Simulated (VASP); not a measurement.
Input of a VASP 6.6.1 run:

The input INCAR:

```
  PREC = Accurate
  ENCUT = 520
  EDIFF = 1E-7
  ISMEAR = -1
  SIGMA = 0.05
  LREAL = False
  LASPH = True
  NELM = 100
  ALGO = Normal
  ISIF = 2
  LWAVE = False
  LCHARG = True
  GGA = PS
  IVDW = 13
  LELF = True
  LVHAR = True
  NBANDS = 12
```

File KPOINTS:

```
regular mesh
0
Gamma
  9 9 5
```

The input POSCAR:

```
Sb
1.0
    3.2945618610      0.0000000000      0.0000000000
   -1.6472809305      2.8531742660      0.0000000000
    0.0000000000      0.0000000000      5.3661762501
Sb
2
Direct
    0.6666666667      0.3333333333      0.7500000000
    0.3333333333      0.6666666667      0.2500000000
```

Potentials or basis: VASP PAW PBE potentials, release 64 (Sb).

Launch:

```bash
$ cat potpaw_PBE.64/Sb/POTCAR > POTCAR
$ mpirun -np 1 vasp_std > vasp.out
```

What does it give for the band gap on the k mesh?

Zero (band 5 reaches 13.71 eV, above the bottom of band 6 at 6.28 eV).

Estimate the dispersion energy per atom.

-0.347 eV.

Estimate the pressure.

0.0 GPa.

Stress tensor (GPa, compression positive):
```
-0.04  0.00  0.00
 0.00 -0.04  0.00
 0.00  0.00  0.05
```

Caveat: the PAW data sets were made with another functional, which shifts forces and pressure a little; spin-orbit coupling is left out, which moves the levels of the heavy elements; pairwise dispersion overbinds metals, which lowers pressure and volume.
